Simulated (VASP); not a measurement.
# LiF in VASP: notebook, part 2 of 2

VASP 6.6.1.

**4. Single point, r2SCAN (strain -2.5%)**

POSCAR

```
LiF
1.0
    0.0000000000      1.9449999469      1.9449999469
    1.9449999469      0.0000000000      1.9449999469
    1.9449999469      1.9449999469      0.0000000000
Li F
1 1
Direct
    0.0000000000      0.0000000000      0.0000000000
    0.5000000000      0.5000000000      0.5000000000
```

INCAR.step1

```
PREC     = Accurate       # precision mode
ENCUT    = 520            # plane-wave cutoff, eV
ISMEAR   = 0              # smearing method
SIGMA    = 0.01           # smearing width, eV
LREAL    = F              # projectors in reciprocal space
LASPH    = T              # aspherical terms in the spheres
NELM     = 100            # most SCF steps
NBANDS   = 12             # bands
GGA      = PE             # functional
ALGO     = Normal         # electronic algorithm
EDIFF    = 1E-4           # SCF threshold, eV
LWAVE    = T              # write WAVECAR
LCHARG   = F              # write CHGCAR
```

INCAR.step2

```
PREC     = Accurate       # precision mode
ENCUT    = 520            # plane-wave cutoff, eV
EDIFF    = 1E-6           # SCF threshold, eV
ISMEAR   = 0              # smearing method
SIGMA    = 0.01           # smearing width, eV
LREAL    = F              # projectors in reciprocal space
LASPH    = T              # aspherical terms in the spheres
NELM     = 100            # most SCF steps
ALGO     = Normal         # electronic algorithm
ISIF     = 2              # what is computed and relaxed
LWAVE    = F              # write WAVECAR
LCHARG   = F              # write CHGCAR
METAGGA  = R2SCAN         # meta-GGA
LMIXTAU  = T            
NBANDS   = 12             # bands
ISTART   = 1
```

KPOINTS

```
Automatic mesh
0
Gamma
  10 10 10
```

Potentials or basis: VASP PAW PBE potentials, release 64 (Li_sv, F).

Started as:

```console
$ cat potpaw_PBE.64/Li_sv/POTCAR potpaw_PBE.64/F/POTCAR > POTCAR
$ cp INCAR.step1 INCAR
$ mpirun -np 1 vasp_std > vasp.out
$ cp INCAR.step2 INCAR
$ mpirun -np 1 vasp_std > vasp.out
```

OUTCAR:

```text
PREC = Accurate
   ENCUT = 520
   EDIFF = 1E-6
   ISMEAR = 0
   LREAL = F
   LASPH = T
   NELM = 100
   ISIF = 2
   METAGGA = R2SCAN
   ISTART = 1

 ion  position               nearest neighbor table
   1  0.000  0.000  0.000-   2 1.94   2 1.94   2 1.94   2 1.94   2 1.94   2 1.94
   2  0.500  0.500  0.500-   1 1.94   1 1.94   1 1.94   1 1.94   1 1.94   1 1.94

  LATTYP: Found a face centered cubic cell.
 ALAT       =     3.8899998938

  Lattice vectors:

 A1 = (   0.0000000000,   1.9449999469,   1.9449999469)
 A2 = (   1.9449999469,   0.0000000000,   1.9449999469)
 A3 = (   1.9449999469,   1.9449999469,   0.0000000000)

Analysis of symmetry for initial positions (statically):
=====================================================================
 Subroutine PRICEL returns:
 Original cell was already a primitive cell.

 Routine SETGRP: Setting up the symmetry group for a
 face centered cubic supercell.

 Subroutine GETGRP returns: Found 48 space group operations
 (whereof 48 operations were pure point group operations)
 out of a pool of 48 trial point group operations.

[... 166 lines left out ...]
 fundamental gap:     11.3203121286
 Fermi energy:        -0.9063580209

 k-point     1 :       0.0000    0.0000    0.0000
  band No.  band energies     occupation
      1     -42.8371      2.00000
      2     -22.3693      2.00000
      3      -0.9707      2.00000
      4      -0.9707      2.00000
      5      -0.9707      2.00000
      6      10.3496      0.00000
      7      25.5764      0.00000
      8      25.5764      0.00000
      9      25.5765      0.00000
     10      26.6224      0.00000
     11      26.6224      0.00000
     12      26.6234      0.00000
[... 331 lines left out ...]
 k-point    24 :       0.4000    0.3000    0.0000
  band No.  band energies     occupation
      1     -42.7458      2.00000
      2     -21.7517      2.00000
      3      -3.6178      2.00000
      4      -1.9969      2.00000
      5      -1.8699      2.00000
      6      14.3841      0.00000
      7      17.5734      0.00000
      8      20.4305      0.00000
      9      22.1011      0.00000
     10      23.1365      0.00000
     11      37.2230      0.00000
     12      37.3719      0.00000

 [... further k-points ...]
[... 5 lines left out ...]
  --------------------------------------------------------------------------------------
  -------------------------------------------------------------------------------------
  Total        0.6136163      0.6136163      0.6136163      0.0000000      0.0000000     -0.0000000
  in kB       66.8064959     66.8064959     66.8064959      0.0000000      0.0000000     -0.0000000
  external PRESSURE =      66.8064959 kB  Pullay stress =       0.0000000 kB

 VOLUME and BASIS-vectors are now :
 -----------------------------------------------------------------------------
  energy-cutoff  :      520.00
  volume of cell :       14.72
      direct lattice vectors                 reciprocal lattice vectors
     0.000000000  1.944999947  1.944999947    -0.257069416  0.257069416  0.257069416
     1.944999947  0.000000000  1.944999947     0.257069416 -0.257069416  0.257069416
     1.944999947  1.944999947  0.000000000     0.257069416  0.257069416 -0.257069416

 POSITION                                       TOTAL-FORCE (eV/Angst)
 -----------------------------------------------------------------------------------
      0.00000      0.00000      0.00000         0.000000     -0.000000      0.000000
      1.94500      1.94500      1.94500        -0.000000      0.000000     -0.000000
 -----------------------------------------------------------------------------------
    total drift:                                0.000000      0.000000      0.000000

  FREE ENERGIE OF THE ION-ELECTRON SYSTEM (eV)
  ---------------------------------------------------
  free  energy   TOTEN  =       -11.8793196282 eV

  energy  without entropy=      -11.8793196282  energy(sigma->0) =      -11.87931963
```

OSZICAR.step1:

```text
N       E                     dE             d eps       ncg     rms          rms(c)
DAV:   1     0.307783153197E+02    0.30778E+02   -0.56876E+03  1184   0.872E+02
DAV:   2    -0.903840943249E+01   -0.39817E+02   -0.38972E+02  1364   0.188E+02
DAV:   3    -0.100754817445E+02   -0.10371E+01   -0.10339E+01  1492   0.263E+01
DAV:   4    -0.100847864760E+02   -0.93047E-02   -0.93044E-02  1264   0.254E+00
DAV:   5    -0.100848705381E+02   -0.84062E-04   -0.84062E-04  1472   0.182E-01    0.456E+00
DAV:   6    -0.955896134848E+01    0.52591E+00   -0.23362E+00  1280   0.983E+00    0.132E+00
DAV:   7    -0.956318839265E+01   -0.42270E-02   -0.23052E-02  1448   0.133E+00    0.844E-01
DAV:   8    -0.956955489199E+01   -0.63665E-02   -0.13459E-02  1380   0.121E+00    0.107E-01
DAV:   9    -0.956955895140E+01   -0.40594E-05   -0.92627E-04  1288   0.278E-01
   1 F= -.95695590E+01 E0= -.95695590E+01  d E =-.324596E-76
```

Wall time 32 s (1 thread of Intel Xeon 6975P-C, shared host); peak memory 0.12 GiB.

What came out:

```yaml
Free_energy: -11.8793 eV
Band_gap_on_the_k_mesh: 11.32 eV, direct
```

Caveat: the cell differs from its parent crystal (strain -2.5%); the cutoff is under 1.25 times the usual one of these potentials, so pressure, stress and relaxed cells hold a basis-set (Pulay) error; the PAW data sets were made with another functional, which shifts forces and pressure a little.

**5. Single point, r2SCAN**

POSCAR

```
LiF
1.0
    0.0000000000      1.9948717404      1.9948717404
    1.9948717404      0.0000000000      1.9948717404
    1.9948717404      1.9948717404      0.0000000000
Li F
1 1
Direct
    0.0000000000      0.0000000000      0.0000000000
    0.5000000000      0.5000000000      0.5000000000
```

INCAR.step1

```
SYSTEM = LiF
PREC = Accurate ; ENCUT = 520
ISMEAR = 0 ; SIGMA = 0.01
LREAL = .False. ; LASPH = .True.
NELM = 100 ; NBANDS = 12
GGA = PE ; ALGO = Normal
EDIFF = 1E-4 ; LWAVE = .True.
LCHARG = .False.
```

INCAR.step2

```
SYSTEM = LiF
PREC = Accurate ; ENCUT = 520
EDIFF = 1E-6 ; ISMEAR = 0
SIGMA = 0.01 ; LREAL = .False.
LASPH = .True. ; NELM = 100
ALGO = Normal ; ISIF = 2
LWAVE = .False. ; LCHARG = .True.
METAGGA = R2SCAN ; LMIXTAU = .True.
LELF = .True. ; LVHAR = .True.
NBANDS = 12 ; ISTART = 1
```

KPOINTS

```
Automatic mesh
0
Gamma
  10 10 10
  0 0 0
```

Started as:

```console
$ cat potpaw_PBE.64/Li_sv/POTCAR potpaw_PBE.64/F/POTCAR > POTCAR
$ cp INCAR.step1 INCAR
$ mpirun -np 1 vasp_std > vasp.out
$ cp INCAR.step2 INCAR
$ mpirun -np 1 vasp_std > vasp.out
```

It took 32 s on 1 thread of Intel Xeon 6975P-C, shared host; peak memory 0.14 GiB.

It converged, with:

```yaml
Free_energy: -11.9032 eV
Band_gap_on_the_k_mesh: 10.55 eV, direct
```

Levels at points of the mesh, in eV from the valence-band top:
```tsv
k point	band 3	band 4	band 5	band 6	band 7	band 8
(0.00, 0.00, 0.00)	0.00	0.00	0.00	10.55	25.77	25.77
(0.50, 0.00, 0.00)	-2.58	-0.25	-0.25	11.99	18.50	20.68
(0.50, 0.50, 0.00)	-3.13	-1.05	-1.05	16.35	17.59	19.49
```

Caveat: the cutoff is under 1.25 times the usual one of these potentials, so pressure, stress and relaxed cells hold a basis-set (Pulay) error; the PAW data sets were made with another functional, which shifts forces and pressure a little.

**6. Single point, PBE (uniaxial x strain +0.5%)**

INCAR

```
ALGO = Normal
EDIFF = 1E-7
ENCUT = 520
GGA = PE
ISIF = 2
ISMEAR = -1
LASPH = True
LCHARG = False
LREAL = False
LWAVE = False
NBANDS = 12
NELM = 60
PREC = Accurate
SIGMA = 0.02
```

KPOINTS

```
k-points
0
Gamma
  10 10 10
```

POSCAR

```
LiF
1.0
    0.0000000000      1.9948717404      1.9948717404
    2.0048460991      0.0000000000      1.9948717404
    2.0048460991      1.9948717404      0.0000000000
Li F
1 1
Direct
    0.0000000000      0.0000000000      0.0000000000
    0.5000000000      0.5000000000      0.5000000000
```

Potentials or basis: VASP PAW PBE potentials, release 64 (Li_sv, F).

Started as:

```console
$ cat potpaw_PBE.64/Li_sv/POTCAR potpaw_PBE.64/F/POTCAR > POTCAR
$ mpirun -np 1 vasp_std > vasp.out
```

OUTCAR:

```text
EDIFF = 1E-7
   ENCUT = 520
   GGA = PE
   ISIF = 2
   ISMEAR = -1
   LASPH = True
   LREAL = False
   NELM = 60
   PREC = Accurate

 ion  position               nearest neighbor table
   1  0.000  0.000  0.000-   2 1.99   2 1.99   2 1.99   2 1.99   2 2.00   2 2.00
   2  0.500  0.500  0.500-   1 1.99   1 1.99   1 1.99   1 1.99   1 2.00   1 2.00

  LATTYP: Found a body centered tetragonal cell.
 ALAT       =     2.8211746705
 C/A-ratio  =     1.4212846302

  Lattice vectors:

[... 549 lines left out ...]
------------------------ aborting loop because EDIFF is reached ----------------------------------------

  FORCE on cell =-STRESS in cart. coord.  units (eV):
  Direction    XX          YY          ZZ          XY          YZ          ZX
  --------------------------------------------------------------------------------------
  -------------------------------------------------------------------------------------
  Total        0.3246680      0.3697933      0.3697933      0.0000000      0.0000000      0.0000000
  in kB       32.5993571     37.1303184     37.1303184      0.0000000      0.0000000      0.0000000
  external PRESSURE =      35.6199980 kB  Pullay stress =       0.0000000 kB

 VOLUME and BASIS-vectors are now :
 -----------------------------------------------------------------------------
  energy-cutoff  :      520.00
  volume of cell :       15.96
      direct lattice vectors                 reciprocal lattice vectors
     0.000000000  1.994871740  1.994871740    -0.249395702  0.250642680  0.250642680
     2.004846099  0.000000000  1.994871740     0.249395702 -0.250642680  0.250642680
     2.004846099  1.994871740  0.000000000     0.249395702  0.250642680 -0.250642680

 POSITION                                       TOTAL-FORCE (eV/Angst)
 -----------------------------------------------------------------------------------
      0.00000      0.00000      0.00000         0.000000     -0.000000      0.000000
      2.00485      1.99487      1.99487         0.000000      0.000000     -0.000000
 -----------------------------------------------------------------------------------
    total drift:                               -0.000000     -0.000000      0.000000

  FREE ENERGIE OF THE ION-ELECTRON SYSTEM (eV)
  ---------------------------------------------------
  free  energy   TOTEN  =        -9.6300874122 eV

  energy  without entropy=       -9.6300874122  energy(sigma->0) =       -9.63008741
```

OSZICAR:

```text
N       E                     dE             d eps       ncg     rms          rms(c)
DAV:   1     0.301564693755E+02    0.30156E+02   -0.54254E+03  2600   0.847E+02
DAV:   2    -0.916610513450E+01   -0.39323E+02   -0.38599E+02  2988   0.187E+02
DAV:   3    -0.101322792895E+02   -0.96617E+00   -0.96445E+00  3232   0.255E+01
DAV:   4    -0.101405414340E+02   -0.82621E-02   -0.82617E-02  2816   0.251E+00
DAV:   5    -0.101406371628E+02   -0.95729E-04   -0.95729E-04  3168   0.204E-01    0.454E+00
DAV:   6    -0.961896329887E+01    0.52167E+00   -0.24576E+00  2740   0.980E+00    0.137E+00
DAV:   7    -0.962330041335E+01   -0.43371E-02   -0.19070E-02  3276   0.121E+00    0.855E-01
DAV:   8    -0.962998793042E+01   -0.66875E-02   -0.14650E-02  2964   0.126E+00    0.109E-01
DAV:   9    -0.963000777902E+01   -0.19849E-04   -0.93378E-04  2856   0.276E-01    0.425E-02
DAV:  10    -0.963008506460E+01   -0.77286E-04   -0.12774E-04  2780   0.892E-02    0.159E-02
DAV:  11    -0.963008667505E+01   -0.16104E-05   -0.65634E-06  3056   0.238E-02    0.243E-03
DAV:  12    -0.963008739909E+01   -0.72404E-06   -0.47703E-07  2888   0.586E-03    0.941E-04
DAV:  13    -0.963008741218E+01   -0.13095E-07   -0.60261E-08  2092   0.227E-03
   1 F= -.96300874E+01 E0= -.96300874E+01  d E =-.263389E-10
```

Run time: 12 s. Hardware: 1 thread of Intel Xeon 6975P-C, shared host; peak memory 0.14 GiB.

What came out:

- Free energy: -9.6301 eV
- Band gap on the k mesh: 9.30 eV, direct

Levels at points of the mesh, in eV from the valence-band top:
```csv
k point,band 1,band 2,band 3,band 4,band 5,band 6,band 7,band 8,band 9,band 10
"(0.00, 0.00, 0.00)",-40.88,-20.05,-0.01,-0.01,0.00,9.30,24.20,24.31,24.31,24.52
"(0.50, 0.00, 0.00)",-40.81,-19.60,-2.60,-0.25,-0.24,10.89,17.01,19.03,19.12,30.78
"(0.50, 0.50, 0.00)",-40.79,-19.31,-3.11,-1.06,-1.03,15.06,16.55,17.73,20.45,20.53
"(0.00, 0.50, 0.50)",-40.80,-19.32,-3.12,-1.03,-1.03,14.97,16.62,17.73,20.56,20.56
```

Caveat: the cell differs from its parent crystal (uniaxial x strain +0.5%); the cutoff is under 1.25 times the usual one of these potentials, so pressure, stress and relaxed cells hold a basis-set (Pulay) error. A k mesh can miss the band edges.

**7. The runs side by side**

| level | cell | smearing | gap on the mesh (eV) |
| --- | --- | --- | --- |
| PBE | a = 2.821 Å, angles 60.0°, 2 atoms | fermi-dirac 0.02 eV | 9.35 |
| r2SCAN | a = 2.737 Å, angles 60.0°, 2 atoms | gaussian 0.01 eV | 11.49 |
| r2SCAN | a = 2.751 Å, angles 60.0°, 2 atoms | gaussian 0.01 eV | 11.32 |
| r2SCAN | a = 2.821 Å, angles 60.0°, 2 atoms | gaussian 0.01 eV | 10.55 |
| PBE | a = 2.821, b = 2.828, c = 2.828 Å, angles 59.8, 60.1, 60.1°, 2 atoms | fermi-dirac 0.02 eV | 9.30 |

Alike in all rows: task single point; potentials or basis VASP PAW PBE potentials, release 64 (Li_sv, F); no spin polarisation; k mesh 10 × 10 × 10; cutoff (eV) 520.

Caveats: the cutoff is under 1.25 times the usual one of these potentials, so pressure, stress and relaxed cells hold a basis-set (Pulay) error; the PAW data sets were made with another functional, which shifts forces and pressure a little (some runs).

Total energies depend on the potentials used, so only differences within one code and one set of settings carry meaning.
